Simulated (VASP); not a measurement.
Ir, 1 atom in the cell. It takes space group Im-3m (No. 229, cubic). Conventional cell: a = 3.167 Å, b = 3.167 Å, c = 3.167 Å, α = 90.00°, β = 90.00°, γ = 90.00°. Within 3.6 Å of Ir (site symmetry m-3m) lie 14 Ir at 2.74 to 3.17 Å. This isn't the form of Ir at room conditions, which is fcc.

| Quantity | Value |
| --- | --- |
| Program | VASP 6.6.1 |
| Task | single point |
| Functional | BLYP |
| Potentials or basis | VASP PAW PBE potentials, release 64 (Ir_sv_GW) |
| Cutoff | 560 eV |
| k mesh | 14 × 14 × 14 |
| Occupations | fermi-dirac, width 0.1 eV |
| Spin | no spin polarisation |
| Dipole correction | no |
| Further INCAR settings | ALGO = Normal; EDIFF = 1e-06; NBANDS = 14 |

Potentials or basis: VASP PAW PBE potentials, release 64 (Ir_sv_GW).

Run with:

```console
$ cat potpaw_PBE.64/Ir_sv_GW/POTCAR > POTCAR
$ mpirun -np 1 vasp_std > vasp.out
```

Hardware: 1 thread of Intel(R) Xeon(R) Platinum 8559C (Emerald Rapids), with other jobs on the host.

Q: How long does it take, and how much memory?

A: Run time: 15 s on 1 thread of Intel(R) Xeon(R) Platinum 8559C (Emerald Rapids), on a shared host, peak memory 0.16 GiB. Counts: scf iterations 11, k points 104.
